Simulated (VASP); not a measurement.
# TaSi2 (P6_422) in VASP: a series of runs

Aim: see how the results for TaSi2 move with the level of theory and the settings. Levels: revPBE+D4, revPBE+D3(BJ). Tasks: single point, relaxation of cell and atoms.

All numbers are computed with VASP 6.6.1; they aren't measurements. Logs are shortened: lines on timing, memory, paths and dates and some standing lists are left out, and cuts for length are marked.

### Step 1. The cell of the first run

The structure is hexagonal, space group P6_422 (No. 181). The conventional cell has a = 4.748 Å, b = 4.748 Å, c = 6.559 Å, α = 90.00°, β = 90.00°, γ = 120.00°. Within 3.4 Å of Ta (site symmetry 222) lie 10 Si at 2.60 to 2.80 Å and 4 Ta at 3.23 Å. Within 3.4 Å of Si (site symmetry 2) lie 9 Si at 2.55 to 3.30 Å and 5 Ta at 2.60 to 2.80 Å.

### Step 2. Single point, revPBE+D4

INCAR

```
PREC = Accurate
ENCUT = 520
EDIFF = 1E-6
ISMEAR = -1
SIGMA = 0.05
LREAL = False
LASPH = True
NELM = 100
ALGO = Normal
ISIF = 2
LWAVE = False
LCHARG = False
GGA = RE
IVDW = 13
NBANDS = 38
```

KPOINTS

```
regular mesh
0
Gamma
  7 7 4
```

POSCAR

```
TaSi2
1.0
    4.7477054235      0.0000000000      0.0000000000
   -2.3738527117      4.1116335064      0.0000000000
    0.0000000000      0.0000000000      6.5589582275
Ta Si
3 6
Direct
    0.0000000000      0.5000000000      0.3333333333
    0.5000000000      0.5000000000      0.6666666667
    0.5000000000      0.0000000000      0.0000000000
    0.3190877603      0.1595438801      0.3333333333
    0.1595438801      0.8404561199      0.6666666667
    0.8404561199      0.6809122397      0.0000000000
    0.6809122397      0.8404561199      0.3333333333
    0.8404561199      0.1595438801      0.6666666667
    0.1595438801      0.3190877603      0.0000000000
```

Potentials or basis: VASP PAW PBE potentials, release 64 (Ta_pv, Si).

On the command line:

```
$ cat potpaw_PBE.64/Ta_pv/POTCAR potpaw_PBE.64/Si/POTCAR > POTCAR
$ mpirun -np 1 vasp_std > vasp.out
```

OUTCAR:

```text
PREC = Accurate
   ENCUT = 520
   EDIFF = 1E-6
   ISMEAR = -1
   LREAL = False
   LASPH = True
   NELM = 100
   ISIF = 2
   GGA = RE
   IVDW = 13

 ion  position               nearest neighbor table
   1  0.000  0.500  0.333-   6 2.60   9 2.60   8 2.60   5 2.60   4 2.71   7 2.71   7 2.71   4 2.71
                             7 2.80   4 2.80   3 3.23   3 3.23   2 3.23   2 3.23
   2  0.500  0.500  0.667-   6 2.60   9 2.60   7 2.60   4 2.60   8 2.71   5 2.71   5 2.71   8 2.71
                             8 2.80   5 2.80   3 3.23   3 3.23   1 3.23   1 3.23
   3  0.500  0.000  0.000-   4 2.60   7 2.60   5 2.60   8 2.60   9 2.71   6 2.71   9 2.71   6 2.71
                             9 2.80   6 2.80   2 3.23   2 3.23   1 3.23   1 3.23
   4  0.319  0.160  0.333-   9 2.55   5 2.55   3 2.60   2 2.60   7 2.62   1 2.71   1 2.71   1 2.80
                             7 2.80   7 2.80
   5  0.160  0.840  0.667-   6 2.55   4 2.55   3 2.60   1 2.60   8 2.62   2 2.71   2 2.71   2 2.80
                             8 2.80   8 2.80
   6  0.840  0.681  0.000-   5 2.55   7 2.55   1 2.60   2 2.60   9 2.62   3 2.71   3 2.71   3 2.80
                             9 2.80   9 2.80
   7  0.681  0.840  0.333-   6 2.55   8 2.55   3 2.60   2 2.60   4 2.62   1 2.71   1 2.71   1 2.80
                             4 2.80   4 2.80
   8  0.840  0.160  0.667-   9 2.55   7 2.55   3 2.60   1 2.60   5 2.62   2 2.71   2 2.71   2 2.80
                             5 2.80   5 2.80
   9  0.160  0.319  0.000-   8 2.55   4 2.55   1 2.60   2 2.60   6 2.62   3 2.71   3 2.71   3 2.80
                             6 2.80   6 2.80

  LATTYP: Found a hexagonal cell.
 ALAT       =     4.7477054235
 C/A-ratio  =     1.3815006708

  Lattice vectors:

 A1 = (   4.7477054235,   0.0000000000,   0.0000000000)
 A2 = (  -2.3738527117,   4.1116335064,   0.0000000000)
 A3 = (   0.0000000000,   0.0000000000,   6.5589582275)

Analysis of symmetry for initial positions (statically):
=====================================================================
 Subroutine PRICEL returns:
 Original cell was already a primitive cell.

 Routine SETGRP: Setting up the symmetry group for a
 hexagonal supercell.

 Subroutine GETGRP returns: Found 12 space group operations
 (whereof  4 operations were pure point group operations)
 out of a pool of 24 trial point group operations.

The static configuration has the point symmetry D_2 .
 The point group associated with its full space group is D_6 .

Analysis of symmetry for dynamics (positions and initial velocities):
=====================================================================
 Subroutine PRICEL returns:
 Original cell was already a primitive cell.

 Routine SETGRP: Setting up the symmetry group for a
 hexagonal supercell.

 Subroutine GETGRP returns: Found 12 space group operations
 (whereof  4 operations were pure point group operations)
 out of a pool of 24 trial point group operations.

The dynamic configuration has the point symmetry D_2 .
 The point group associated with its full space group is D_6 .

 Subroutine INISYM returns: Found 12 space group operations
 (whereof  4 operations are pure point group operations),
 and found     1 'primitive' translations

----------------------------------------------------------------------------------------

                                     Primitive cell

  volume of cell :     128.0363

  direct lattice vectors                    reciprocal lattice vectors
     4.747705424  0.000000000  0.000000000     0.210628064  0.121606169  0.000000000
    -2.373852712  4.111633506  0.000000000     0.000000000  0.243212338  0.000000000
     0.000000000  0.000000000  6.558958227     0.000000000  0.000000000  0.152463237

  length of vectors
     4.747705424  4.747705423  6.558958227     0.243212338  0.243212338  0.152463237

  position of ions in fractional coordinates (direct lattice)
     1.000000000  0.500000000  0.333333333
     0.500000000  0.500000000  0.666666667
     0.500000000  0.000000000  0.000000000
     0.319087760  0.159543880  0.333333333
[... 50 lines left out ...]
   NUPDOWN=      -1.0000    fix difference up-down
   EMIN   =  10.00;   EMAX   =-10.00  energy-range for DOS
   EFERMI =   0.00;   METHOD = LEGACY
   ISMEAR =    -1;   SIGMA  =   0.05  broadening in eV -4-tet -1-fermi 0-gaus
   EFERMI_NEDOS =   21; number of points for ismear=-14 and -15
   IALGO  =     38    algorithm
   IMIX   =      4    mixing-type and parameters
     AMIX     =   0.40;   BMIX     =  1.00
     AMIX_MAG =   1.60;   BMIX_MAG =  1.00
  volume/ion in A,a.u.               =      14.23        96.00
  Fermi-wavevector in a.u.,A,eV,Ry     =   1.250035  2.362223 21.260287  1.562587
  Thomas-Fermi vector in A             =   2.384048
   LORBIT       =      0    0 simple, 1 ext, 2 COOP (PROOUT), +10 PAW based schemes
   GGA     = RE    functional components
   LHFCALC =     F    Hartree Fock is set to
   AEXX    =    0.0000 exact exchange contribution
   IVDW    =    13    specifies the selected vdW correction
   LEPSILON=     F    determine dielectric tensor
   LRPA    =     F    only Hartree local field effects (RPA)
 non-spin polarized calculation
  energy-cutoff  :      520.00
  volume of cell :      128.04
 maximum number of plane-waves:      3480
 NGX is ok and might be reduce to    36
   NGX = 17   NGY = 17   NGZ = 25

 number of electron      56.9999997 magnetization

 Free energy of the ion-electron system (eV)
  ---------------------------------------------------
  ext. energy  EPLUGINS =         0.00000000
  ---------------------------------------------------
  free energy    TOTEN  =       -69.52619291 eV

  energy without entropy =      -69.50001246  energy(sigma->0) =      -69.51310268

 E-fermi :   9.6244     XC(G=0): -12.1336

 val. band max:        9.6150599737   @ k =   0.4286   0.1429   0.0000
 cond. band min:       9.6480608975   @ k =   0.2857   0.2857   0.5000
 fundamental gap:      0.0330009238
 Fermi energy:         9.6244306280

 k-point     1 :       0.0000    0.0000    0.0000
  band No.  band energies     occupation
      1     -24.7215      2.00000
      2     -24.7215      2.00000
      3     -24.7209      2.00000
      4     -24.6461      2.00000
      5     -24.6461      2.00000
      6     -24.5491      2.00000
[... 30 lines left out ...]
     37      13.6759      0.00000
     38      13.7461      0.00000
[... 941 lines left out ...]
     37      13.1436      0.00000
     38      13.4549      0.00000

------------------------ aborting loop because EDIFF is reached ----------------------------------------

  DFT-D4 for vdW energy calculation

  Edisp (eV):   -6.36523

  FORCE on cell =-STRESS in cart. coord.  units (eV):
  Direction    XX          YY          ZZ          XY          YZ          ZX
  --------------------------------------------------------------------------------------
  -------------------------------------------------------------------------------------
  Total      -0.11387    -0.11387    -0.08777    -0.00000     0.00000     0.00000
  in kB      -1.42485    -1.42485    -1.09829    -0.00000     0.00000     0.00000
  external pressure =       -1.32 kB  Pullay stress =        0.00 kB

 VOLUME and BASIS-vectors are now :
 -----------------------------------------------------------------------------
  energy-cutoff  :      520.00
  volume of cell :      128.04
      direct lattice vectors                 reciprocal lattice vectors
     4.747705424  0.000000000  0.000000000     0.210628064  0.121606169  0.000000000
    -2.373852712  4.111633506  0.000000000     0.000000000  0.243212338  0.000000000
     0.000000000  0.000000000  6.558958227     0.000000000  0.000000000  0.152463237

 POSITION                                       TOTAL-FORCE (eV/Angst)
 -----------------------------------------------------------------------------------
     -1.18693      2.05582      2.18632         0.000000     -0.000000     -0.000000
      1.18693      2.05582      4.37264         0.000000     -0.000000      0.000000
      2.37385      0.00000      0.00000         0.000000     -0.000000      0.000000
      1.13620      0.65599      2.18632        -0.010650     -0.006149      0.000000
     -1.23765      3.45565      4.37264        -0.010650      0.006149      0.000000
      2.37385      2.79966      0.00000         0.000000      0.012298      0.000000
      1.23765      3.45565      2.18632         0.010650      0.006149      0.000000
      3.61150      0.65599      4.37264         0.010650     -0.006149      0.000000
     -0.00000      1.31197      0.00000        -0.000000     -0.012298      0.000000
 -----------------------------------------------------------------------------------
    total drift:                                0.000000      0.000000      0.000000

  FREE ENERGIE OF THE ION-ELECTRON SYSTEM (eV)
  ---------------------------------------------------
  free  energy   TOTEN  =       -75.8914262529 eV

  energy  without entropy=      -75.8652458016  energy(sigma->0) =      -75.87833603
```

Run time: 60 s. Hardware: 1 thread of AMD EPYC 9R45 (Zen 5), shared host; peak memory 0.26 GiB.

What came out:

| Quantity | Value |
| --- | --- |
| Free energy | -75.8914 eV |
| Pressure | -0.1 GPa |
| Largest force | 0.012 eV/Å |
| Band gap on the k mesh | zero (an odd number of electrons rules out a gap without spin polarisation) |
| Dispersion energy per atom | -0.707 eV |

Forces in eV/Å, atoms in the order of the input:
```
Ta   0.000  0.000  0.000
Ta   0.000  0.000  0.000
Ta   0.000  0.000  0.000
Si  -0.011 -0.006  0.000
Si  -0.011  0.006  0.000
Si   0.000  0.012  0.000
Si   0.011  0.006  0.000
Si   0.011 -0.006  0.000
Si   0.000 -0.012  0.000
```

Levels at points of the mesh, in eV from the Fermi level:
| k point | band 25 | band 26 | band 27 | band 28 | band 29 | band 30 | band 31 | band 32 | band 33 | band 34 |
| --- | --- | --- | --- | --- | --- | --- | --- | --- | --- | --- |
| (0.00, 0.00, 0.00) | -2.53 | -2.41 | -2.23 | -2.23 | -1.51 | 0.70 | 3.05 | 3.05 | 3.56 | 3.65 |
| (0.00, 0.00, 0.50) | -2.29 | -1.99 | -1.80 | -1.80 | 1.11 | 1.11 | 2.71 | 2.71 | 3.50 | 3.50 |

Caveat: the PAW data sets were made with another functional, which shifts forces and pressure a little; spin-orbit coupling is left out, which moves the levels of the heavy elements; an odd number of electrons without spin polarisation forces a metal; a magnetic or distorted state may lie lower.

### Step 3. Relaxation of cell and atoms, revPBE+D3(BJ)

This run uses another cell than the first one, of 14.47 Å³/atom.

INCAR

```
SYSTEM = TaSi2
PREC = Accurate ; ENCUT = 600
EDIFF = 1E-6 ; ISMEAR = -1
SIGMA = 0.05 ; LREAL = .False.
LASPH = .True. ; NELM = 100
ALGO = Normal ; ISIF = 3
LWAVE = .False. ; LCHARG = .False.
GGA = RE ; IVDW = 12
IBRION = 2 ; NSW = 60
EDIFFG = -0.01
```

KPOINTS

```
Automatic mesh
0
Gamma
  7 7 4
  0 0 0
```

POSCAR

```
TaSi2
1.0
    4.7839000000      0.0000000000      0.0000000000
   -2.3919500000      4.1429789292      0.0000000000
    0.0000000000      0.0000000000      6.5700000000
Ta Si
3 6
Direct
    0.0000000000      0.5000000000      0.3333333333
    0.5000000000      0.5000000000      0.6666666667
    0.5000000000      0.0000000000      0.0000000000
    0.3179400000      0.1589700000      0.3333333333
    0.1589700000      0.8410300000      0.6666666667
    0.8410300000      0.6820600000      0.0000000000
    0.6820600000      0.8410300000      0.3333333333
    0.8410300000      0.1589700000      0.6666666667
    0.1589700000      0.3179400000      0.0000000000
```

Potentials or basis: VASP PAW PBE potentials, release 64 (Ta_pv, Si).

On the command line:

```
$ cat potpaw_PBE.64/Ta_pv/POTCAR potpaw_PBE.64/Si/POTCAR > POTCAR
$ mpirun -np 1 vasp_std > vasp.out
```

It took 6.9 min on 1 thread of AMD EPYC 9R45 (Zen 5), shared host; peak memory 0.34 GiB.

Results (log left out):

- Free energy: -79.0558 eV
- Relaxed volume: 13.90 Å³/atom
- Relaxed cell: a = 4.708 Å, b = 4.708 Å, c = 6.517 Å, α = 90.00°, β = 90.00°, γ = 120.00°
- Space group after relaxing (to 0.1 Å): P6_422 (No. 181)
- Energy gained by relaxing: 14.0 meV/atom
- Ionic steps: 10
- Pressure after relaxing: 0.0 GPa
- Band gap on the k mesh: zero (an odd number of electrons rules out a gap without spin polarisation)
- Dispersion energy per atom: -1.079 eV

The path:
| step | energy change (eV) | largest force (eV/Å) | pressure (GPa) | volume (Å³) |
| --- | --- | --- | --- | --- |
| 1 | 0.0000 | 0.0285 | -7.45 | 130.21 |
| 2 | 0.1748 | 0.0395 | 14.07 | 117.95 |
| 3 | -0.1225 | 0.0299 | -0.03 | 125.24 |
| 4 | -0.1226 | 0.0297 | 0.11 | 125.14 |
| 5 | -0.1253 | 0.0354 | 0.05 | 125.06 |
| 6 | -0.1260 | 0.0337 | 0.06 | 125.09 |
| 7 | -0.1261 | 0.0113 | -0.07 | 125.17 |
| 8 | -0.1261 | 0.0049 | -0.10 | 125.19 |
| 9 | -0.1262 | 0.0063 | 0.08 | 125.08 |
| 10 | -0.1262 | 0.0017 | 0.01 | 125.13 |

Final structure:
```cif
data_structure
_symmetry_space_group_name_H-M 'P 1'
_symmetry_Int_Tables_number 1
_cell_length_a 4.7084
_cell_length_b 4.7084
_cell_length_c 6.5175
_cell_angle_alpha 90.000
_cell_angle_beta 90.000
_cell_angle_gamma 120.000
_cell_volume 125.13
loop_
_atom_site_label
_atom_site_type_symbol
_atom_site_fract_x
_atom_site_fract_y
_atom_site_fract_z
_atom_site_occupancy
Ta1 Ta 0.00000 0.50000 0.33333 1
Ta2 Ta 0.50000 0.50000 0.66667 1
Ta3 Ta 0.50000 0.00000 0.00000 1
Si1 Si 0.31882 0.15941 0.33333 1
Si2 Si 0.15941 0.84059 0.66667 1
Si3 Si 0.84059 0.68118 0.00000 1
Si4 Si 0.68118 0.84059 0.33333 1
Si5 Si 0.84059 0.15941 0.66667 1
Si6 Si 0.15941 0.31882 0.00000 1
```

Levels at points of the mesh, in eV from the Fermi level:
| k point | band 27 | band 28 | band 29 | band 30 | band 31 | band 32 |
| --- | --- | --- | --- | --- | --- | --- |
| (0.00, 0.00, 0.00) | -2.27 | -2.27 | -1.49 | 0.70 | 3.11 | 3.11 |
| (0.00, 0.00, 0.50) | -1.78 | -1.78 | 1.11 | 1.11 | 2.84 | 2.84 |

Caveat: the dispersion term is far too large for a dense solid, which distorts pressure and volume; the PAW data sets were made with another functional, which shifts forces and pressure a little; spin-orbit coupling is left out, which moves the levels of the heavy elements; an odd number of electrons without spin polarisation forces a metal; a magnetic or distorted state may lie lower.

### Step 4. Relaxation of cell and atoms, revPBE+D4

This run uses another cell than the first one, of 14.47 Å³/atom.

INCAR

```
PREC = Accurate
ENCUT = 600
EDIFF = 1E-7
ISMEAR = -1
SIGMA = 0.05
LREAL = False
LASPH = True
NELM = 80
ALGO = Normal
ISIF = 3
LWAVE = False
LCHARG = False
GGA = RE
IVDW = 13
IBRION = 2
NSW = 60
EDIFFG = -0.01
```

KPOINTS

```
regular mesh
0
Gamma
  7 7 4
```

POSCAR is that of step 3.

On the command line:

```
$ cat potpaw_PBE.64/Ta_pv/POTCAR potpaw_PBE.64/Si/POTCAR > POTCAR
$ mpirun -np 1 vasp_std > vasp.out
```

Run time: 5.4 min. Hardware: 1 thread of AMD EPYC 9R45 (Zen 5), shared host; peak memory 0.33 GiB.

The run converged. Its results:

- Free energy: -75.8945 eV
- Relaxed volume: 14.22 Å³/atom
- Relaxed cell: a = 4.747 Å, b = 4.747 Å, c = 6.558 Å, α = 90.00°, β = 90.00°, γ = 120.00°
- Space group after relaxing (to 0.1 Å): P6_422 (No. 181)
- Energy gained by relaxing: 2.9 meV/atom
- Ionic steps: 7
- Pressure after relaxing: 0.0 GPa
- Largest force after relaxing: 0.009 eV/Å
- Band gap on the k mesh: zero (an odd number of electrons rules out a gap without spin polarisation)
- Dispersion energy per atom: -0.708 eV

Forces on the atoms (eV/Å):
```
Ta   0.000  0.000  0.000
Ta   0.000  0.000  0.000
Ta   0.000  0.000  0.000
Si   0.008  0.005  0.000
Si   0.008 -0.005  0.000
Si   0.000 -0.009  0.000
Si  -0.008 -0.005  0.000
Si  -0.008  0.005  0.000
Si   0.000  0.009  0.000
```

The path:
```
step  energy change (eV)  largest force (eV/Å)  pressure (GPa)  volume (Å³)
   1              0.0000                0.0402           -3.20       130.21
   2              0.0235                0.0319            5.18       124.85
   3             -0.0242                0.0366            0.13       127.94
   4             -0.0255                0.0262           -0.03       127.96
   5             -0.0257                0.0283            0.00       127.96
   6             -0.0257                0.0287            0.01       127.96
   7             -0.0258                0.0090           -0.01       127.97
```

Final structure:
```
Ta Si
1.0
     4.74676    0.00000    0.00000
    -2.37338    4.11081    0.00000
     0.00000    0.00000    6.55837
Ta Si
3 6
Direct
  0.00000 0.50000 0.33333
  0.50000 0.50000 0.66667
  0.50000 0.00000 0.00000
  0.31874 0.15937 0.33333
  0.15937 0.84063 0.66667
  0.84063 0.68126 0.00000
  0.68126 0.84063 0.33333
  0.84063 0.15937 0.66667
  0.15937 0.31874 0.00000
```

Levels at points of the mesh, in eV from the Fermi level:
| k point | band 25 | band 26 | band 27 | band 28 | band 29 | band 30 | band 31 | band 32 | band 33 | band 34 |
| --- | --- | --- | --- | --- | --- | --- | --- | --- | --- | --- |
| (0.00, 0.00, 0.00) | -2.53 | -2.42 | -2.22 | -2.22 | -1.50 | 0.71 | 3.05 | 3.05 | 3.56 | 3.65 |
| (0.00, 0.00, 0.50) | -2.28 | -2.00 | -1.79 | -1.79 | 1.11 | 1.11 | 2.71 | 2.71 | 3.51 | 3.51 |

Caveat: the PAW data sets were made with another functional, which shifts forces and pressure a little; spin-orbit coupling is left out, which moves the levels of the heavy elements; an odd number of electrons without spin polarisation forces a metal; a magnetic or distorted state may lie lower.

### Step 5. The runs side by side

```tsv
task	level	cell	cutoff (eV)	gap on the mesh (eV)	pressure (GPa)	relaxed volume (Å³/atom)	largest force (eV/Å)
single point	revPBE+D4	a = 4.748, b = 4.748, c = 6.559 Å, angles 90.0, 90.0, 120.0°, 9 atoms, atomic positions A	520	none	-0.1	-	0.01
relaxation of cell and atoms	revPBE+D3(BJ)	relaxed from a = 4.784, b = 4.784, c = 6.570 Å, angles 90.0, 90.0, 120.0°, 9 atoms, atomic positions B	600	none	0.0	13.90	-
relaxation of cell and atoms	revPBE+D4	relaxed from a = 4.784, b = 4.784, c = 6.570 Å, angles 90.0, 90.0, 120.0°, 9 atoms, atomic positions B	600	none	0.0	14.22	0.01
```

Alike in all rows: potentials or basis VASP PAW PBE potentials, release 64 (Ta_pv, Si); no spin polarisation; k mesh 7 × 7 × 4; smearing fermi-dirac 0.05 eV.

Caveats: the PAW data sets were made with another functional, which shifts forces and pressure a little; spin-orbit coupling is left out, which moves the levels of the heavy elements; an odd number of electrons without spin polarisation forces a metal; a magnetic or distorted state may lie lower; the dispersion term is far too large for a dense solid, which distorts pressure and volume (at least some runs).

Absolute energies hang on the potentials; compare differences alone.

The gap in the log of VASP goes by the Fermi energy; the results here count the filled bands.